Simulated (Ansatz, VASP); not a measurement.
# In2BAs3: VASP beside Ansatz

INCAR

```
SYSTEM = In2BAs3
ALGO = Normal
EDIFF = 1E-6
ENCUT = 520
GGA = PE
ISIF = 2
ISMEAR = 0
LASPH = .TRUE.
LCHARG = .TRUE.
LELF = .TRUE.
LREAL = .FALSE.
LVHAR = .TRUE.
LWAVE = .FALSE.
NBANDS = 31
NELM = 60
PREC = Accurate
SIGMA = 0.1
```

Contents of KPOINTS:

```
k-points
0
G
  6 6 4
  0 0 0
```

Contents of POSCAR:

```
In2BAs3
1.0
    4.7285827400      0.0000000000      0.0000000000
   -2.3642913700      4.0950727800      0.0000000000
    0.0000000000      0.0000000000      6.8742569000
In B As
2 1 3
Direct
    0.0000000000      0.0000000000      0.7844641100
    0.0000000000      0.0000000000      0.2155358900
    0.0000000000      0.0000000000      0.5000000000
    0.5000000000      0.0000000000      0.0000000000
    0.0000000000      0.5000000000      0.0000000000
    0.5000000000      0.5000000000      0.0000000000
```

Input for Ansatz:

```yaml
crystal:
  lattice:
    - [4.72858274, 0.0, 0.0]
    - [-2.36429137, 4.09507278, 0.0]
    - [0.0, 0.0, 6.8742569]
  atoms:
    - { symbol: In, position: [0.0, 0.0, 0.78446411] }
    - { symbol: In, position: [0.0, 0.0, 0.21553589] }
    - { symbol: B, position: [0.0, 0.0, 0.5] }
    - { symbol: As, position: [0.5, 0.0, 0.0] }
    - { symbol: As, position: [0.0, 0.5, 0.0] }
    - { symbol: As, position: [0.5, 0.5, 0.0] }
basis:
  ecutwfc: 420
kpoints:
  mp_grid: { grid: [6, 6, 4] }
hamiltonian:
  xc: pbe
scf:
  occupations: { method: gaussian, width: 0.1 }
  lower_state_search: "off"
output:
  forces: true
  stress: true
  eigenvalues: true
```

Alike in both runs: task single point; functional PBE; k mesh 6 × 6 × 4; occupations gaussian, width 0.1 eV; no spin polarisation.

|  | VASP | Ansatz |
| --- | --- | --- |
| version | VASP 6.6.1 | Ansatz 0.2.0 |
| potentials or method | VASP PAW PBE potentials, release 64 (In_d, B, As), cutoff 520 eV | scalar-relativistic, plane waves, PAW |
| valence electrons in the cell | 44 | 74 |

|  | VASP | Ansatz | Ansatz less VASP |
| --- | --- | --- | --- |
| gap on the k mesh at the Fermi level (eV) | none | none | - |
| rms of the force components (eV/Å) | 0.097 | 0.133 | +0.0359 |

Atom by atom the forces differ by 0.036 eV/Å (rms over components). A gap of «none» marks a metal or a gap that the smearing closes. With one functional, cell and mesh, what is left measures potentials, basis and numerics. VASP's potentials hold 44 valence electrons a cell and Ansatz's 74, so a difference there can come from the potentials and not from the codes.
